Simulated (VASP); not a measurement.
# ScIn3 (Pm-3m) in VASP: a series of runs, part 2 of 2

VASP 6.6.1. Earlier steps stand in the parts before.

**3. Single point, LDA**

This run uses another cell than the first one, of 23.07 Å³/atom.

INCAR reads:

```
ALGO     = Normal         # electronic algorithm
EDIFF    = 1E-6           # SCF threshold, eV
ENCUT    = 520            # plane-wave cutoff, eV
GGA      = CA             # functional
ISIF     = 2              # what is computed and relaxed
ISMEAR   = 1              # smearing method
LASPH    = T              # aspherical terms in the spheres
LCHARG   = T              # write CHGCAR
LELF     = T              # ELF
LREAL    = F              # projectors in reciprocal space
LVHAR    = T            
LWAVE    = F              # write WAVECAR
NBANDS   = 33             # bands
NELM     = 80             # most SCF steps
PREC     = Accurate       # precision mode
SIGMA    = 0.05           # smearing width, eV
```

KPOINTS reads:

```
k-points
0
Gamma
  5 5 5
```

POSCAR reads:

```
ScIn3
1.0
    4.5186909410      0.0000000000      0.0000000000
    0.0000000000      4.5186909410      0.0000000000
    0.0000000000      0.0000000000      4.5186909410
Sc In
1 3
Direct
    0.0000000000      0.0000000000      0.0000000000
    0.0000000000      0.5000000000      0.5000000000
    0.5000000000      0.0000000000      0.5000000000
    0.5000000000      0.5000000000      0.0000000000
```

Potentials or basis: VASP PAW LDA potentials, release 64 (Sc_sv, In_d).

Started as:

```
$ cat potpaw_LDA.64/Sc_sv/POTCAR potpaw_LDA.64/In_d/POTCAR > POTCAR
$ mpirun -np 1 vasp_std > vasp.out
```

OUTCAR:

```text
EDIFF = 1E-6
   ENCUT = 520
   GGA = CA
   ISIF = 2
   ISMEAR = 1
   LASPH = T
   LREAL = F
   NELM = 80
   PREC = Accurate

 ion  position               nearest neighbor table
   1  0.000  0.000  0.000-   2 3.20   3 3.20   4 3.20   2 3.20   3 3.20   2 3.20   4 3.20   2 3.20
                             3 3.20   4 3.20   3 3.20   4 3.20
   2  0.000  0.500  0.500-   1 3.20   3 3.20   4 3.20   1 3.20   4 3.20   1 3.20   3 3.20   1 3.20
                             3 3.20   4 3.20   4 3.20   3 3.20
   3  0.500  0.000  0.500-   1 3.20   2 3.20   4 3.20   1 3.20   4 3.20   2 3.20   4 3.20   4 3.20
                             1 3.20   2 3.20   1 3.20   2 3.20
   4  0.500  0.500  0.000-   1 3.20   2 3.20   3 3.20   2 3.20   3 3.20   1 3.20   3 3.20   3 3.20
                             1 3.20   2 3.20   2 3.20   1 3.20

  LATTYP: Found a simple cubic cell.
 ALAT       =     4.5186909410

  Lattice vectors:

 A1 = (   4.5186909410,   0.0000000000,   0.0000000000)
 A2 = (   0.0000000000,   4.5186909410,   0.0000000000)
 A3 = (   0.0000000000,   0.0000000000,   4.5186909410)

Analysis of symmetry for initial positions (statically):
=====================================================================
 Subroutine PRICEL returns:
 Original cell was already a primitive cell.

 Routine SETGRP: Setting up the symmetry group for a
 simple cubic supercell.

 Subroutine GETGRP returns: Found 48 space group operations
 (whereof 48 operations were pure point group operations)
 out of a pool of 48 trial point group operations.

The static configuration has the point symmetry O_h .

Analysis of symmetry for dynamics (positions and initial velocities):
=====================================================================
 Subroutine PRICEL returns:
 Original cell was already a primitive cell.

 Routine SETGRP: Setting up the symmetry group for a
 simple cubic supercell.

 Subroutine GETGRP returns: Found 48 space group operations
 (whereof 48 operations were pure point group operations)
 out of a pool of 48 trial point group operations.

The dynamic configuration has the point symmetry O_h .

 Subroutine INISYM returns: Found 48 space group operations
 (whereof 48 operations are pure point group operations),
 and found     1 'primitive' translations

----------------------------------------------------------------------------------------

                                     Primitive cell

  volume of cell :      92.2652

  direct lattice vectors                    reciprocal lattice vectors
     4.518690941  0.000000000  0.000000000     0.221303031  0.000000000  0.000000000
     0.000000000  4.518690941  0.000000000     0.000000000  0.221303031  0.000000000
     0.000000000  0.000000000  4.518690941     0.000000000  0.000000000  0.221303031

  length of vectors
     4.518690941  4.518690941  4.518690941     0.221303031  0.221303031  0.221303031

  position of ions in fractional coordinates (direct lattice)
     0.000000000  0.000000000  0.000000000
     0.000000000  0.500000000  0.500000000
     0.500000000  0.000000000  0.500000000
[... 31 lines left out ...]
 ===========================================

 Found     10 irreducible k-points:

 Following reciprocal coordinates:
            Coordinates               Weight
  0.000000  0.000000  0.000000      1.000000
  0.200000  0.000000  0.000000      6.000000
  0.400000  0.000000  0.000000      6.000000
  0.200000  0.200000  0.000000     12.000000
  0.400000  0.200000  0.000000     24.000000
  0.400000  0.400000  0.000000     12.000000
  0.200000  0.200000  0.200000      8.000000
  0.400000  0.200000  0.200000     24.000000
  0.400000  0.400000  0.200000     24.000000
  0.400000  0.400000  0.400000      8.000000
   k-points           NKPTS =     10   k-points in BZ     NKDIM =     10   number of bands    NBANDS=     33
   number of dos      NEDOS =    301   number of ions     NIONS =      4
   total plane-waves  NPLWV =  46656
   dimension x,y,z NGX =    36 NGY =   36 NGZ =   36
   dimension x,y,z NGXF=    72 NGYF=   72 NGZF=   72
   ions per type =               1   3
   NGX,Y,Z   is equivalent  to a cutoff of  13.24, 13.24, 13.24 a.u.
   NGXF,Y,Z  is equivalent  to a cutoff of  26.49, 26.49, 26.49 a.u.
 SYSTEM =  unknown system
   PREC   = accura    normal or accurate (medium, high low for compatibility)
   ISTART =      0    job   : 0-new  1-cont  2-samecut
   ICHARG =      2    charge: 1-file 2-atom 10-const
   ISPIN  =      1    spin polarized calculation?
   LNONCOLLINEAR =      F non collinear calculations
   LSORBIT =      F    spin-orbit coupling
   LASPH  =      T    aspherical Exc in radial PAW
   ENCUT  =  520.0 eV  38.22 Ry    6.18 a.u.   8.40  8.40  8.40*2*pi/ulx,y,z
   NELM   =     80;   NELMIN=  2; NELMDL= -5     # of ELM steps
   EDIFF  = 0.1E-05   stopping-criterion for ELM
   LREAL  =      F    real-space projection
   EDIFFG = 0.1E-04   stopping-criterion for IOM
   NSW    =      0    number of steps for IOM
   IBRION =     -1    ionic relax: 0-MD 1-quasi-New 2-CG
   NFREE  =      0    steps in history (QN), initial steepest desc. (CG)
   ISIF   =      2    stress and relaxation
   ISYM   =      2    0-nonsym 1-usesym 2-fastsym
   POTIM  = 0.5000    time-step for ionic-motion
   TEBEG  =    0.0;   TEEND  =   0.0 temperature during run
   PSTRESS=    0.0 pullay stress
   NELECT =      50.0000    total number of electrons
   NUPDOWN=      -1.0000    fix difference up-down
   EMIN   =  10.00;   EMAX   =-10.00  energy-range for DOS
   EFERMI =   0.00;   METHOD = LEGACY
   ISMEAR =     1;   SIGMA  =   0.05  broadening in eV -4-tet -1-fermi 0-gaus
   EFERMI_NEDOS =   21; number of points for ismear=-14 and -15
   IALGO  =     38    algorithm
   IMIX   =      4    mixing-type and parameters
     AMIX     =   0.40;   BMIX     =  1.00
     AMIX_MAG =   1.60;   BMIX_MAG =  1.00
  volume/ion in A,a.u.               =      23.07       155.66
  Fermi-wavevector in a.u.,A,eV,Ry     =   1.334706  2.522228 24.237955  1.781439
  Thomas-Fermi vector in A             =   2.463466
   LORBIT       =      0    0 simple, 1 ext, 2 COOP (PROOUT), +10 PAW based schemes
   GGA     = CA    functional components
   LHFCALC =     F    Hartree Fock is set to
   AEXX    =    0.0000 exact exchange contribution
   IVDW    =     0    specifies the selected vdW correction
   LEPSILON=     F    determine dielectric tensor
   LRPA    =     F    only Hartree local field effects (RPA)
 non-spin polarized calculation
 Methfessel and Paxton  Order N= 1 SIGMA  =   0.05
  energy-cutoff  :      520.00
  volume of cell :       92.27
 maximum number of plane-waves:      2517
 NGX is ok and might be reduce to    36
   NGX = 17   NGY = 17   NGZ = 17

 number of electron      50.0000046 magnetization

 Free energy of the ion-electron system (eV)
  ---------------------------------------------------
  ext. energy  EPLUGINS =         0.00000000
  ---------------------------------------------------
  free energy    TOTEN  =       -17.88423852 eV

  energy without entropy =      -17.88305458  energy(sigma->0) =      -17.88384387

 E-fermi :   7.5718     XC(G=0): -10.9596

 val. band max:        7.3816076611   @ k =   0.4000   0.4000   0.0000
 cond. band min:       7.5945956356   @ k =   0.4000   0.2000   0.0000
 fundamental gap:      0.2129879746
 Fermi energy:         7.5718009857

 k-point     1 :       0.0000    0.0000    0.0000
  band No.  band energies     occupation
      1     -41.7606      2.00000
      2     -20.7442      2.00000
      3     -20.7442      2.00000
      4     -20.7442      2.00000
      5      -7.2725      2.00000
      6      -7.2623      2.00000
[... 349 lines left out ...]
     32      10.5191      0.00000
     33      15.4487      0.00000

------------------------ aborting loop because EDIFF is reached ----------------------------------------

  FORCE on cell =-STRESS in cart. coord.  units (eV):
  Direction    XX          YY          ZZ          XY          YZ          ZX
  --------------------------------------------------------------------------------------
  -------------------------------------------------------------------------------------
  Total       -3.0457513     -3.0457513     -3.0457513     -0.0000000     -0.0000000      0.0000000
  in kB      -52.8892129    -52.8892129    -52.8892129     -0.0000000     -0.0000000      0.0000000
  external PRESSURE =     -52.8892129 kB  Pullay stress =       0.0000000 kB

 VOLUME and BASIS-vectors are now :
 -----------------------------------------------------------------------------
  energy-cutoff  :      520.00
  volume of cell :       92.27
      direct lattice vectors                 reciprocal lattice vectors
     4.518690941  0.000000000  0.000000000     0.221303031  0.000000000  0.000000000
     0.000000000  4.518690941  0.000000000     0.000000000  0.221303031  0.000000000
     0.000000000  0.000000000  4.518690941     0.000000000  0.000000000  0.221303031

 POSITION                                       TOTAL-FORCE (eV/Angst)
 -----------------------------------------------------------------------------------
      0.00000      0.00000      0.00000         0.000000      0.000000      0.000000
      0.00000      2.25935      2.25935         0.000000      0.000000      0.000000
      2.25935      0.00000      2.25935         0.000000      0.000000      0.000000
      2.25935      2.25935      0.00000         0.000000      0.000000      0.000000
 -----------------------------------------------------------------------------------
    total drift:                                0.000000      0.000000      0.000000

  FREE ENERGIE OF THE ION-ELECTRON SYSTEM (eV)
  ---------------------------------------------------
  free  energy   TOTEN  =       -17.8842385225 eV

  energy  without entropy=      -17.8830545787  energy(sigma->0) =      -17.88384387
```

Wall time 31 s (1 thread of Intel Xeon 8259CL, shared host); peak memory 0.18 GiB.

What came out:

| Item | Value |
| --- | --- |
| Free energy | -17.8842 eV |
| Pressure | -5.3 GPa |
| Band gap on the k mesh | zero (bands 25 and 26 overlap by 2.02 eV) |

Caveat: the cell stands under tension; spin-orbit coupling is left out, which moves the levels of the heavy elements.

**4. Single point, LDA**

This run uses another cell than the first one, of 23.95 Å³/atom.

INCAR reads:

```
ALGO     = Normal         # electronic algorithm
EDIFF    = 1E-6           # SCF threshold, eV
ENCUT    = 520            # plane-wave cutoff, eV
ISIF     = 2              # what is computed and relaxed
ISMEAR   = 1              # smearing method
LASPH    = True           # aspherical terms in the spheres
LCHARG   = True           # write CHGCAR
LELF     = True           # ELF
LREAL    = False          # projectors in reciprocal space
LVHAR    = True         
LWAVE    = False          # write WAVECAR
NBANDS   = 33             # bands
NELM     = 60             # most SCF steps
PREC     = Accurate       # precision mode
SIGMA    = 0.05           # smearing width, eV
```

KPOINTS is that of step 3.

POSCAR reads:

```
ScIn3
1.0
    4.5758956333      0.0000000000      0.0000000000
    0.0000000000      4.5758956333      0.0000000000
    0.0000000000      0.0000000000      4.5758956333
Sc In
1 3
Direct
    0.0000000000      0.0000000000      0.0000000000
    0.0000000000      0.5000000000      0.5000000000
    0.5000000000      0.0000000000      0.5000000000
    0.5000000000      0.5000000000      0.0000000000
```

Started as:

```
$ cat potpaw_LDA.64/Sc_sv/POTCAR potpaw_LDA.64/In_d/POTCAR > POTCAR
$ mpirun -np 1 vasp_std > vasp.out
```

Run time: 30 s. Hardware: 1 thread of Intel Xeon 8259CL, shared host; peak memory 0.18 GiB.

It converged, with:

| Item | Value |
| --- | --- |
| Free energy | -17.7498 eV |
| Pressure | -7.0 GPa |
| Band gap on the k mesh | zero (bands 25 and 26 overlap by 1.92 eV) |

Levels at points of the mesh, in eV from the Fermi level:
```tsv
k point	band 22	band 23	band 24	band 25	band 26	band 27	band 28	band 29
(0.00, 0.00, 0.00)	-2.54	-1.66	-1.66	-1.66	1.32	1.32	1.32	2.44
```

Caveat: the cell stands under tension; spin-orbit coupling is left out, which moves the levels of the heavy elements.

**5. Single point, LDA**

This run uses another cell than the first one, of 24.84 Å³/atom.

INCAR reads:

```
ALGO = Normal ; EDIFF = 1E-6
ENCUT = 520 ; ISIF = 2
ISMEAR = 1 ; LASPH = T
LCHARG = F ; LREAL = F
LWAVE = F ; NBANDS = 33
NELM = 100 ; PREC = Accurate
SIGMA = 0.05
```

KPOINTS is that of step 4.

POSCAR reads:

```
ScIn3
1.0
    4.6317047389      0.0000000000      0.0000000000
    0.0000000000      4.6317047389      0.0000000000
    0.0000000000      0.0000000000      4.6317047389
Sc In
1 3
Direct
    0.0000000000      0.0000000000      0.0000000000
    0.0000000000      0.5000000000      0.5000000000
    0.5000000000      0.0000000000      0.5000000000
    0.5000000000      0.5000000000      0.0000000000
```

Started as:

```
$ cat potpaw_LDA.64/Sc_sv/POTCAR potpaw_LDA.64/In_d/POTCAR > POTCAR
$ mpirun -np 1 vasp_std > vasp.out
```

Run time: 36 s. Hardware: 1 thread of Intel Xeon 8259CL, shared host; peak memory 0.18 GiB.

The run converged. Its results:

| Quantity | Value |
| --- | --- |
| Free energy | -17.5824 eV |
| Pressure | -8.2 GPa |
| Band gap on the k mesh | zero (bands 25 and 26 overlap by 1.83 eV) |

Levels at points of the mesh, in eV from the Fermi level:
| k point | band 21 | band 22 | band 23 | band 24 | band 25 | band 26 | band 27 | band 28 | band 29 | band 30 |
| --- | --- | --- | --- | --- | --- | --- | --- | --- | --- | --- |
| (0.00, 0.00, 0.00) | -2.50 | -2.50 | -1.52 | -1.52 | -1.52 | 1.31 | 1.31 | 1.31 | 2.37 | 2.37 |

Caveat: the cell stands under tension; spin-orbit coupling is left out, which moves the levels of the heavy elements.

**6. Summary**

```tsv
cell	gap on the mesh (eV)	pressure (GPa)
a = 4.460 Å, 4 atoms	none	-3.2
a = 4.519 Å, 4 atoms	none	-5.3
a = 4.576 Å, 4 atoms	none	-7.0
a = 4.632 Å, 4 atoms	none	-8.2
```

Alike in all rows: task single point; level LDA; potentials or basis VASP PAW LDA potentials, release 64 (Sc_sv, In_d); no spin polarisation; k mesh 5 × 5 × 5; cutoff (eV) 520; smearing methfessel-paxton 0.05 eV.

Caveats: the cell stands under tension; spin-orbit coupling is left out, which moves the levels of the heavy elements.

Total energies depend on the potentials used, so only differences within one code and one set of settings carry meaning.

The gap in the log of VASP goes by the Fermi energy; the results here count the filled bands.